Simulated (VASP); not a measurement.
A run of VASP 6.6.1:

Contents of INCAR:

```
SYSTEM = ZnS
PREC = Accurate
ENCUT = 520
EDIFF = 1E-7
ISMEAR = 0
SIGMA = 0.05
LREAL = .False.
LASPH = .True.
NELM = 80
ALGO = Normal
ISIF = 2
LWAVE = .False.
LCHARG = .False.
GGA = PE
NBANDS = 26
```

KPOINTS

```
Automatic mesh
0
Gamma
  9 9 4
  0 0 0
```

POSCAR

```
ZnS
1.0
    4.0333996051      0.0000000000      0.0000000000
   -2.0166998025      3.4930265216      0.0000000000
    0.0000000000      0.0000000000      5.7302508189
Zn S
2 2
Direct
    0.3333333333      0.6666666667      0.0052003725
    0.6666666667      0.3333333333      0.5052003725
    0.3333333333      0.6666666667      0.3665852179
    0.6666666667      0.3333333333      0.8665852179
```

Potentials or basis: VASP PAW PBE potentials, release 64 (Zn, S).

Run with:

```sh
$ cat potpaw_PBE.64/Zn/POTCAR potpaw_PBE.64/S/POTCAR > POTCAR
$ mpirun -np 1 vasp_std > vasp.out
```

Hardware: 1 thread of Intel Xeon 8259CL (shared host).

**Question.** How long does it take, and how much memory?

**Answer.** Run time: 98 s on 1 thread of Intel Xeon 8259CL, on a shared host, peak memory 0.22 GiB. Counts: scf iterations 15, k points 36.
